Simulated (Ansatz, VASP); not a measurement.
**Two plane-wave programs on Au**

Contents of POSCAR:

```
Au
1.0
    2.9869983627      0.0000000000      0.0000000000
   -1.4934991814      2.5868164632      0.0000000000
    0.0000000000      0.0000000000      4.8068000000
Au
2
Direct
    0.3333333333      0.6666666667      0.7500000000
    0.6666666667      0.3333333333      0.2500000000
```

File INCAR.step1:

```
SYSTEM = Au
ALGO     = Normal         ! electronic algorithm
EDIFF    = 1E-4           ! SCF threshold, eV
ENCUT    = 520            ! plane-wave cutoff, eV
GGA      = PE             ! functional
ISMEAR   = 0              ! smearing method
LASPH    = .True.         ! aspherical terms in the spheres
LCHARG   = .False.        ! write CHGCAR
LREAL    = .False.        ! projectors in reciprocal space
LWAVE    = .True.         ! write WAVECAR
NBANDS   = 18             ! bands
NELM     = 80             ! most SCF steps
PREC     = Accurate       ! precision mode
SIGMA    = 0.15           ! smearing width, eV
```

INCAR.step2

```
SYSTEM = Au
ALGO     = Normal         ! electronic algorithm
EDIFF    = 1E-6           ! SCF threshold, eV
ENCUT    = 520            ! plane-wave cutoff, eV
ISIF     = 2              ! what is computed and relaxed
ISMEAR   = 0              ! smearing method
ISTART   = 1            
LASPH    = .True.         ! aspherical terms in the spheres
LCHARG   = .True.         ! write CHGCAR
LELF     = .True.         ! ELF
LMIXTAU  = .True.       
LREAL    = .False.        ! projectors in reciprocal space
LVHAR    = .True.       
LWAVE    = .False.        ! write WAVECAR
METAGGA  = R2SCAN         ! meta-GGA
NBANDS   = 18             ! bands
NELM     = 80             ! most SCF steps
PREC     = Accurate       ! precision mode
SIGMA    = 0.15           ! smearing width, eV
```

Contents of KPOINTS:

```
k-points
0
Gamma
  18 18 10
  0 0 0
```

Input for Ansatz:

```yaml
crystal:
  lattice:
    - [2.9869983627, 0.0, 0.0]
    - [-1.4934991814, 2.5868164632, 0.0]
    - [0.0, 0.0, 4.8068]
  atoms:
    - { symbol: Au, position: [0.3333333333, 0.6666666667, 0.75] }
    - { symbol: Au, position: [0.6666666667, 0.3333333333, 0.25] }
basis:
  ecutwfc: 500
kpoints:
  mp_grid: { grid: [18, 18, 10] }
hamiltonian:
  xc: r2scan
scf:
  occupations: { method: gaussian, width: 0.15 }
output:
  forces: true
  stress: true
  eigenvalues: true
```

Change from the starting cell: strain +0.030 along x and y, -0.015 along z, atoms carried along.

Alike in both runs: task single point; functional r2SCAN; k mesh 18 × 18 × 10; occupations gaussian, width 0.15 eV; no spin polarisation.

|  | VASP | Ansatz |
| --- | --- | --- |
| version | VASP 6.6.1 | Ansatz 0.2.0 |
| potentials or method | VASP PAW PBE potentials, release 64 (Au), cutoff 520 eV | scalar-relativistic, plane waves, PAW |
| valence electrons in the cell | 22 | 38 |

```csv
,VASP,Ansatz,Ansatz less VASP
gap on the k mesh at the Fermi level (eV),none,none,-
pressure (GPa),-6.8,-6.9,-0.16
"traceless stress, the component that is largest in VASP (GPa)",1.31,1.30,-0.017
```

VASP's potentials were made for PBE, not for r2SCAN. A gap of «none» marks a metal or a gap that the smearing closes. With one functional, cell and mesh, what is left measures potentials, basis and numerics. VASP's potentials hold 22 valence electrons a cell and Ansatz's 38, so a difference there can come from the potentials and not from the codes.

Neither program's run includes spin-orbit coupling.
